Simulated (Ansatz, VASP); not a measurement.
**KSrCl3 in VASP and in Ansatz**

```
K Sr Cl
1.0
     5.63620    0.00000    0.00000
     0.00000    5.63620    0.00000
     0.00000    0.00000    5.63620
K Sr Cl
1 1 3
Direct
  0.00000 0.00000 0.00000
  0.50000 0.50000 0.50000
  0.50000 0.50000 0.00000
  0.50000 0.00000 0.50000
  0.00000 0.50000 0.50000
```

Alike in both runs: task single point; functional r2SCAN; k mesh 4 × 4 × 4; no spin polarisation.

|  | VASP | Ansatz |
| --- | --- | --- |
| version | VASP 6.6.1 | Ansatz 0.2.0 |
| potentials or method | VASP PAW PBE potentials, release 64 (K_sv, Sr_sv, Cl) | plane waves |
| plane-wave cutoff (eV) | 520 | 500 |
| occupations | methfessel-paxton of order 1, width 0.001 eV | cold, width 0.001 eV |
| valence electrons in the cell | 40 | 40 |

```tsv
	VASP	Ansatz	Ansatz less VASP
gap on the k mesh at the Fermi level (eV)	5.19	5.19	-0.003
pressure (GPa)	0.0	0.0	-0.03
```

VASP's potentials were made for PBE, not for r2SCAN.
